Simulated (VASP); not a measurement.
Crystal: TiB2.

```xyz
3
Lattice="3.0292 0.0000 0.0000 -1.5146 2.6234 0.0000 0.0000 0.0000 3.2284" Properties=species:S:1:pos:R:3 pbc="T T T"
Ti    0.0000    0.0000    0.0000
B     0.0000    1.7489    1.6142
B     1.5146    0.8745    1.6142
```

Base run:

* Program: VASP 6.6.1
* Functional: PBEsol
* Potentials or basis: VASP PAW PBE potentials, release 64 (Ti_sv, B)
* Cutoff: 520 eV
* k mesh: 12 × 12 × 10
* Occupations: gaussian, width 0.05 eV
* Spin: no spin polarisation

Its results: band gap on the k mesh zero (bands 9 and 10 overlap by 0.56 eV); pressure -4.8 GPa.

Problem. The run is repeated on the same cell with these changes: functional from PBEsol to PBE; further incar settings from ALGO = Normal; EDIFF = 1e-07; NBANDS = 16 to ALGO = Normal; EDIFF = 1e-06; NBANDS = 16. What comes out?

Solution. Band gap on the k mesh zero (bands 9 and 10 overlap by 0.57 eV); pressure 0.4 GPa.

Caveats: the cell stands under tension (at least some runs); the PAW data sets were made with another functional, which shifts forces and pressure a little (at least some runs).
